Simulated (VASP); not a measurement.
Input of a VASP 6.6.1 run:

INCAR

```
SYSTEM = Tl
PREC = Accurate
ENCUT = 520
EDIFF = 1E-6
ISMEAR = 0
SIGMA = 0.15
LREAL = .FALSE.
LASPH = .TRUE.
NELM = 60
ALGO = Fast
ISIF = 2
LWAVE = .FALSE.
LCHARG = .FALSE.
GGA = PS
NBANDS = 12
```

KPOINTS

```
Automatic mesh
0
G
  18 18 18
  0 0 0
```

Contents of POSCAR:

```
Tl
1.0
   -1.8827700000      1.8827700000      1.9118850000
    1.8827700000     -1.8827700000      1.9118850000
    1.8827700000      1.8827700000     -1.9118850000
Tl
1
Direct
    0.0000000000      0.0000000000      0.0000000000
```

Potentials or basis: VASP PAW PBE potentials, release 64 (Tl_d).

The run is started by

```sh
$ cat potpaw_PBE.64/Tl_d/POTCAR > POTCAR
$ mpirun -np 1 vasp_std > vasp.out
```

**Question.** Predict the band gap on the k mesh.

**Answer.** Zero (an odd number of electrons rules out a gap without spin polarisation).

**Question.** What does it give for the pressure?

**Answer.** 2.1 GPa.

Stress tensor (GPa, compression positive):
```
2.21 0.00 0.00
0.00 2.21 0.00
0.00 0.00 2.00
```

Caveat: the cell differs from its parent crystal (strain -0.030 along x and y, -0.015 along z); the PAW data sets were made with another functional, which shifts forces and pressure a little; spin-orbit coupling is left out, which moves the levels of the heavy elements.
